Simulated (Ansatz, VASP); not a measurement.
AlN in VASP and in Ansatz

Contents of INCAR:

```
SYSTEM = AlN
PREC = Accurate
ENCUT = 600
EDIFF = 1E-6
ISMEAR = -1
SIGMA = 0.05
LREAL = .False.
LASPH = .True.
NELM = 120
ALGO = Normal
ISIF = 2
LWAVE = .False.
LCHARG = .False.
GGA = PE
NBANDS = 11
GGA_COMPAT = .False.
```

KPOINTS

```
Automatic mesh
0
Gamma
  10 10 10
  0 0 0
```

POSCAR

```
AlN
1.0
    0.0000000000      2.2290290927      2.0966338172
    2.2290290927      0.0000000000      2.0966338172
    2.2290290927      2.2290290927      0.0000000000
Al N
1 1
Direct
    0.0000000000      0.0000000000      0.0000000000
    0.2500000000      0.2500000000      0.2500000000
```

input.yaml

```yaml
crystal:
  lattice:
    - [0.0, 2.2290290927, 2.0966338172]
    - [2.2290290927, 0.0, 2.0966338172]
    - [2.2290290927, 2.2290290927, 0.0]
  atoms:
    - { symbol: Al, position: [0.0, 0.0, 0.0] }
    - { symbol: "N", position: [0.25, 0.25, 0.25] }
kpoints:
  mp_grid: { grid: [10, 10, 10] }
  band_path:
    path:
      - [0.0, 0.0, 0.0]
      - [0.0, 0.5, 0.5]
      - [0.2825701678, 0.5, 0.7825701678]
      - [0.3912850839, 0.3912850839, 0.7825701678]
      - [0.0, 0.0, 0.0]
      - [-0.5, -0.5, 0.0]
      - [-0.3912850839, -0.3912850839, 0.2174298322]
      - [0.0, 0.0, 0.5]
    npoints: 12
scf:
  occupations: { method: fermi_dirac, width: 0.05 }
hamiltonian:
  xc: pbe
  pseudopotentials: { kind: all_electron, lapw: { basis_error: 0.001 } }
output:
  forces: true
  stress: true
  eigenvalues: true
```

Change from the starting cell: strain_z_fixed_volume = -0.04.

Alike in both runs: functional PBE; k mesh 10 × 10 × 10; occupations fermi-dirac, width 0.05 eV; no spin polarisation.

|  | VASP | Ansatz |
| --- | --- | --- |
| version | VASP 6.6.1 | Ansatz 0.2.0 |
| potentials or method | VASP PAW PBE potentials, release 64 (Al, N), cutoff 600 eV | all-electron LAPW, scalar-relativistic |
| task | single point | band structure |

```tsv
	VASP	Ansatz	Ansatz less VASP
gap on the k mesh at the Fermi level (eV)	3.01	3.01	0.000
least direct gap on the mesh (eV)	4.03	4.02	-0.004
pressure (GPa)	4.1	4.4	+0.30
traceless stress, the component that is largest in VASP (GPa)	4.34	4.33	-0.019
```

Ansatz ran all-electron here, and VASP with PAW potentials.
